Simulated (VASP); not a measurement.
# As (R-3m) in VASP: a series of runs, part 2 of 2

VASP 6.6.1. Earlier steps stand in the parts before.

## 4. Single point, PBE

This run uses another cell than the first one, of 21.53 Å³/atom, 1.030 times its volume.

Input file INCAR:

```
ALGO = Normal
EDIFF = 1E-7
ENCUT = 520
GGA = PE
ISIF = 2
ISMEAR = 0
LASPH = True
LCHARG = True
LELF = True
LREAL = False
LVHAR = True
LWAVE = False
NBANDS = 12
NELM = 80
PREC = Accurate
SIGMA = 0.026000000000000002
```

Input file KPOINTS:

```
k-points
0
Gamma
  9 9 9
```

Input file POSCAR:

```
As
1.0
    1.8807968987      1.0858785957      3.5140619945
   -1.8807968987      1.0858785957      3.5140619945
    0.0000000000     -2.1717571915      3.5140619945
As
2
Direct
    0.2260000000      0.2260000000      0.2260000000
    0.7740000000      0.7740000000      0.7740000000
```

Potentials or basis: VASP PAW PBE potentials, release 64 (As).

Run with:

```sh
$ cat potpaw_PBE.64/As/POTCAR > POTCAR
$ mpirun -np 1 vasp_std > vasp.out
```

OUTCAR:

```text
EDIFF = 1E-7
   ENCUT = 520
   GGA = PE
   ISIF = 2
   ISMEAR = 0
   LASPH = True
   LREAL = False
   NELM = 80
   PREC = Accurate

 ion  position               nearest neighbor table
   1  0.226  0.226  0.226-   2 2.51   2 2.51   2 2.51
   2  0.774  0.774  0.774-   1 2.51   1 2.51   1 2.51

  LATTYP: Found a trigonal (rhomboedric) cell.
 ALAT       =     4.1310000000
 COS(alpha) =     0.5854247172

  Lattice vectors:

 A1 = (   1.8807968987,   1.0858785957,   3.5140619945)
 A2 = (  -1.8807968987,   1.0858785957,   3.5140619945)
 A3 = (   0.0000000000,  -2.1717571915,   3.5140619945)

Analysis of symmetry for initial positions (statically):
=====================================================================
 Subroutine PRICEL returns:
 Original cell was already a primitive cell.

 Routine SETGRP: Setting up the symmetry group for a
 trigonal (rhombohedral) supercell.

 Subroutine GETGRP returns: Found 12 space group operations
 (whereof 12 operations were pure point group operations)
 out of a pool of 12 trial point group operations.

The static configuration has the point symmetry D_3d.

Analysis of symmetry for dynamics (positions and initial velocities):
=====================================================================
 Subroutine PRICEL returns:
 Original cell was already a primitive cell.

 Routine SETGRP: Setting up the symmetry group for a
 trigonal (rhombohedral) supercell.

 Subroutine GETGRP returns: Found 12 space group operations
 (whereof 12 operations were pure point group operations)
 out of a pool of 12 trial point group operations.

The dynamic configuration has the point symmetry D_3d.

 Subroutine INISYM returns: Found 12 space group operations
 (whereof 12 operations are pure point group operations),
 and found     1 'primitive' translations

----------------------------------------------------------------------------------------
[... 115 lines left out ...]
  Fermi-wavevector in a.u.,A,eV,Ry     =   1.006268  1.901570 13.776916  1.012575
  Thomas-Fermi vector in A             =   2.138999
   LORBIT       =      0    0 simple, 1 ext, 2 COOP (PROOUT), +10 PAW based schemes
   GGA     = PE    functional components
   LHFCALC =     F    Hartree Fock is set to
   AEXX    =    0.0000 exact exchange contribution
   IVDW    =     0    specifies the selected vdW correction
   LEPSILON=     F    determine dielectric tensor
   LRPA    =     F    only Hartree local field effects (RPA)
 non-spin polarized calculation
 Gauss-broadening in eV      SIGMA  =   0.03
  energy-cutoff  :      520.00
  volume of cell :       43.06
 maximum number of plane-waves:      1171
   NGX = 15   NGY = 15   NGZ = 15

 number of electron      10.0000000 magnetization

 Free energy of the ion-electron system (eV)
  ---------------------------------------------------
  ext. energy  EPLUGINS =         0.00000000
  ---------------------------------------------------
  free energy    TOTEN  =        -9.32184917 eV

  energy without entropy =       -9.32182702  energy(sigma->0) =       -9.32183809

 E-fermi :   5.4573     XC(G=0):  -9.9639

 val. band max:        5.4169144388   @ k =   0.3333   0.2222   0.2222
 cond. band min:       5.4975316098   @ k =   0.4444   0.3333   0.3333
 fundamental gap:      0.0806171710
 Fermi energy:         5.4572942036

 k-point     1 :       0.0000    0.0000    0.0000
  band No.  band energies     occupation
      1      -9.6069      2.00000
      2      -0.3213      2.00000
      3       2.9877      2.00000
      4       3.4193      2.00000
      5       3.4193      2.00000
      6       7.0467      0.00000
      7       8.3624      0.00000
      8       8.3624      0.00000
      9      12.3445      0.00000
     10      12.3445      0.00000
     11      12.8694      0.00000
     12      14.2436      0.00000
[... 331 lines left out ...]
 k-point    24 :       0.4444    0.4444   -0.0000
  band No.  band energies     occupation
      1      -7.0233      2.00000
      2      -4.1157      2.00000
      3      -0.3656      2.00000
      4       1.3587      2.00000
      5       1.3753      2.00000
      6       6.9264      0.00000
      7      10.8573      0.00000
      8      12.2380      0.00000
      9      12.3330      0.00000
     10      15.9266      0.00000
     11      16.9116      0.00000
     12      18.2627      0.00000

 [... further k-points ...]
[... 5 lines left out ...]
  --------------------------------------------------------------------------------------
  -------------------------------------------------------------------------------------
  Total        1.1431502      1.1431502      0.9802716      0.0000000     -0.0000000      0.0000000
  in kB       42.5333942     42.5333942     36.4731392      0.0000000     -0.0000000      0.0000000
  external PRESSURE =      40.5133092 kB  Pullay stress =       0.0000000 kB

 VOLUME and BASIS-vectors are now :
 -----------------------------------------------------------------------------
  energy-cutoff  :      520.00
  volume of cell :       43.06
      direct lattice vectors                 reciprocal lattice vectors
     1.880796899  1.085878596  3.514061995     0.265844760  0.153485544  0.094856987
    -1.880796899  1.085878596  3.514061995    -0.265844760  0.153485544  0.094856987
     0.000000000 -2.171757191  3.514061995     0.000000000 -0.306971087  0.094856987

 POSITION                                       TOTAL-FORCE (eV/Angst)
 -----------------------------------------------------------------------------------
      0.00000     -0.00000      2.38253         0.000000     -0.000000      0.491310
      0.00000     -0.00000      8.15965         0.000000      0.000000     -0.491310
 -----------------------------------------------------------------------------------
    total drift:                                0.000000     -0.000000      0.000000

  FREE ENERGIE OF THE ION-ELECTRON SYSTEM (eV)
  ---------------------------------------------------
  free  energy   TOTEN  =        -9.3218491653 eV

  energy  without entropy=       -9.3218270234  energy(sigma->0) =       -9.32183809
```

OSZICAR:

```text
N       E                     dE             d eps       ncg     rms          rms(c)
DAV:   1     0.288149348687E+02    0.28815E+02   -0.42248E+03  2048   0.697E+02
DAV:   2    -0.775238238433E+01   -0.36567E+02   -0.34919E+02  2748   0.109E+02
DAV:   3    -0.933258677880E+01   -0.15802E+01   -0.15704E+01  2632   0.236E+01
DAV:   4    -0.934032083290E+01   -0.77341E-02   -0.77337E-02  2244   0.186E+00
DAV:   5    -0.934034021502E+01   -0.19382E-04   -0.19381E-04  2624   0.101E-01    0.341E+00
DAV:   6    -0.932779163322E+01    0.12549E-01   -0.65816E-03  2232   0.480E-01    0.206E+00
DAV:   7    -0.932168250388E+01    0.61091E-02   -0.14314E-02  2360   0.731E-01    0.847E-02
DAV:   8    -0.932179819638E+01   -0.11569E-03   -0.58179E-04  2404   0.144E-01    0.347E-02
DAV:   9    -0.932184831209E+01   -0.50116E-04   -0.68994E-05  2460   0.517E-02    0.142E-02
DAV:  10    -0.932184895849E+01   -0.64640E-06   -0.47300E-06  2392   0.124E-02    0.425E-03
DAV:  11    -0.932184907736E+01   -0.11887E-06   -0.10872E-06  2380   0.659E-03    0.135E-03
DAV:  12    -0.932184916525E+01   -0.87889E-07   -0.54439E-08  1660   0.132E-03
   1 F= -.93218492E+01 E0= -.93218381E+01  d E =-.221418E-04
```

It took 23 s on 1 thread of AMD EPYC 9R45 (Zen 5), shared host; peak memory 0.16 GiB.

Results:

* Free energy: -9.3218 eV
* Pressure: 4.1 GPa
* Largest force: 0.491 eV/Å
* Band gap on the k mesh: zero (band 5 reaches 5.50 eV, above the bottom of band 6 at 5.39 eV)

Forces on the atoms (eV/Å):
```
As   0.000  0.000  0.491
As   0.000  0.000 -0.491
```

Stress tensor (GPa, compression positive):
```
4.25 0.00 0.00
0.00 4.25 0.00
0.00 0.00 3.65
```

## 5. Single point, PBE

This run uses another cell than the first one, of 21.53 Å³/atom, 1.030 times its volume.

Input file INCAR:

```
SYSTEM = As
PREC = Accurate
ENCUT = 520
EDIFF = 1E-6
ISMEAR = 0
SIGMA = 0.027000000000000003
LREAL = .FALSE.
LASPH = .TRUE.
NELM = 100
ALGO = Normal
ISIF = 2
LWAVE = .FALSE.
LCHARG = .TRUE.
GGA = PE
LELF = .TRUE.
LVHAR = .TRUE.
NBANDS = 12
```

Input file KPOINTS:

```
Automatic mesh
0
G
  9 9 9
  0 0 0
```

POSCAR is that of step 4.

Potentials or basis: VASP PAW PBE potentials, release 64 (As).

Run with:

```sh
$ cat potpaw_PBE.64/As/POTCAR > POTCAR
$ mpirun -np 1 vasp_std > vasp.out
```

OUTCAR:

```text
SYSTEM = As
   PREC = Accurate
   ENCUT = 520
   EDIFF = 1E-6
   ISMEAR = 0
   LREAL = .FALSE.
   LASPH = .TRUE.
   NELM = 100
   ISIF = 2
   GGA = PE

 ion  position               nearest neighbor table
   1  0.226  0.226  0.226-   2 2.51   2 2.51   2 2.51
   2  0.774  0.774  0.774-   1 2.51   1 2.51   1 2.51

  LATTYP: Found a trigonal (rhomboedric) cell.
 ALAT       =     4.1310000000
 COS(alpha) =     0.5854247172

  Lattice vectors:

 A1 = (   1.8807968987,   1.0858785957,   3.5140619945)
 A2 = (  -1.8807968987,   1.0858785957,   3.5140619945)
 A3 = (   0.0000000000,  -2.1717571915,   3.5140619945)

Analysis of symmetry for initial positions (statically):
=====================================================================
 Subroutine PRICEL returns:
 Original cell was already a primitive cell.

 Routine SETGRP: Setting up the symmetry group for a
 trigonal (rhombohedral) supercell.

 Subroutine GETGRP returns: Found 12 space group operations
 (whereof 12 operations were pure point group operations)
 out of a pool of 12 trial point group operations.

The static configuration has the point symmetry D_3d.

Analysis of symmetry for dynamics (positions and initial velocities):
=====================================================================
 Subroutine PRICEL returns:
 Original cell was already a primitive cell.

 Routine SETGRP: Setting up the symmetry group for a
 trigonal (rhombohedral) supercell.

 Subroutine GETGRP returns: Found 12 space group operations
 (whereof 12 operations were pure point group operations)
 out of a pool of 12 trial point group operations.

The dynamic configuration has the point symmetry D_3d.

 Subroutine INISYM returns: Found 12 space group operations
 (whereof 12 operations are pure point group operations),
 and found     1 'primitive' translations

----------------------------------------------------------------------------------------

                                     Primitive cell
[... 114 lines left out ...]
  Thomas-Fermi vector in A             =   2.138999
   LORBIT       =      0    0 simple, 1 ext, 2 COOP (PROOUT), +10 PAW based schemes
   GGA     = PE    functional components
   LHFCALC =     F    Hartree Fock is set to
   AEXX    =    0.0000 exact exchange contribution
   IVDW    =     0    specifies the selected vdW correction
   LEPSILON=     F    determine dielectric tensor
   LRPA    =     F    only Hartree local field effects (RPA)
 non-spin polarized calculation
 Gauss-broadening in eV      SIGMA  =   0.03
  energy-cutoff  :      520.00
  volume of cell :       43.06
 maximum number of plane-waves:      1171
   NGX = 15   NGY = 15   NGZ = 15

 number of electron      10.0000000 magnetization

 Free energy of the ion-electron system (eV)
  ---------------------------------------------------
  ext. energy  EPLUGINS =         0.00000000
  ---------------------------------------------------
  free energy    TOTEN  =        -9.32184989 eV

  energy without entropy =       -9.32182240  energy(sigma->0) =       -9.32183615

 E-fermi :   5.4569     XC(G=0):  -9.9643

 val. band max:        5.4165059873   @ k =   0.3333   0.2222   0.2222
 cond. band min:       5.4971270666   @ k =   0.4444   0.3333   0.3333
 fundamental gap:      0.0806210794
 Fermi energy:         5.4569140675

 k-point     1 :       0.0000    0.0000    0.0000
  band No.  band energies     occupation
      1      -9.6073      2.00000
      2      -0.3218      2.00000
      3       2.9874      2.00000
      4       3.4190      2.00000
      5       3.4190      2.00000
      6       7.0464      0.00000
      7       8.3621      0.00000
      8       8.3621      0.00000
      9      12.3444      0.00000
     10      12.3444      0.00000
     11      12.8691      0.00000
     12      14.2435      0.00000
[... 331 lines left out ...]
 k-point    24 :       0.4444    0.4444   -0.0000
  band No.  band energies     occupation
      1      -7.0237      2.00000
      2      -4.1161      2.00000
      3      -0.3659      2.00000
      4       1.3585      2.00000
      5       1.3751      2.00000
      6       6.9258      0.00000
      7      10.8570      0.00000
      8      12.2375      0.00000
      9      12.3325      0.00000
     10      15.9263      0.00000
     11      16.9109      0.00000
     12      18.2620      0.00000

 [... further k-points ...]
[... 5 lines left out ...]
  --------------------------------------------------------------------------------------
  -------------------------------------------------------------------------------------
  Total        1.1460773      1.1460773      0.9836280      0.0000000     -0.0000000      0.0000000
  in kB       42.6423016     42.6423016     36.5980212      0.0000000     -0.0000000      0.0000000
  external PRESSURE =      40.6275414 kB  Pullay stress =       0.0000000 kB

 VOLUME and BASIS-vectors are now :
 -----------------------------------------------------------------------------
  energy-cutoff  :      520.00
  volume of cell :       43.06
      direct lattice vectors                 reciprocal lattice vectors
     1.880796899  1.085878596  3.514061995     0.265844760  0.153485544  0.094856987
    -1.880796899  1.085878596  3.514061995    -0.265844760  0.153485544  0.094856987
     0.000000000 -2.171757191  3.514061995     0.000000000 -0.306971087  0.094856987

 POSITION                                       TOTAL-FORCE (eV/Angst)
 -----------------------------------------------------------------------------------
      0.00000     -0.00000      2.38253         0.000000     -0.000000      0.491349
      0.00000     -0.00000      8.15965         0.000000      0.000000     -0.491349
 -----------------------------------------------------------------------------------
    total drift:                               -0.000000     -0.000000      0.000000

  FREE ENERGIE OF THE ION-ELECTRON SYSTEM (eV)
  ---------------------------------------------------
  free  energy   TOTEN  =        -9.3218498909 eV

  energy  without entropy=       -9.3218224050  energy(sigma->0) =       -9.32183615
```

stdout:

```text
POSCAR found type information on POSCAR As
 POSCAR found :  1 types and       2 ions
 scaLAPACK will be used
 LDA part: xc-table for (Slater+PW92), standard interpolation
 POSCAR, INCAR and KPOINTS ok, starting setup
 FFT: planning ... GRIDC
 FFT: planning ... GRID_SOFT
 FFT: planning ... GRID
 WAVECAR not read
 entering main loop
```

Wall time 20 s (1 thread of AMD EPYC 9R45 (Zen 5), shared host); peak memory 0.16 GiB.

What came out:

- Free energy: -9.3218 eV
- Pressure: 4.1 GPa
- Largest force: 0.491 eV/Å
- Band gap on the k mesh: zero (band 5 reaches 5.50 eV, above the bottom of band 6 at 5.39 eV)

Forces in eV/Å, atoms in the order of the input:
```
As   0.000  0.000  0.491
As   0.000  0.000 -0.491
```

## 6. Overview

| level | cell | smearing | gap on the mesh (eV) | pressure (GPa) | largest force (eV/Å) |
| --- | --- | --- | --- | --- | --- |
| PBE+D4 | a = 4.017 Å, angles 56.2°, 2 atoms | fermi-dirac 0.05 eV | 0.09 | 0.3 | 0.05 |
| PBE | a = 4.131 Å, angles 54.2°, 2 atoms | gaussian 0.025 eV | none | 4.1 | 0.49 |
| PBE | a = 4.131 Å, angles 54.2°, 2 atoms | gaussian 0.026 eV | none | 4.1 | 0.49 |
| PBE | a = 4.131 Å, angles 54.2°, 2 atoms | gaussian 0.027 eV | none | 4.1 | 0.49 |

Alike in all rows: task single point; potentials or basis VASP PAW PBE potentials, release 64 (As); no spin polarisation; k mesh 9 × 9 × 9; cutoff (eV) 520.

Absolute energies hang on the potentials; compare differences alone.
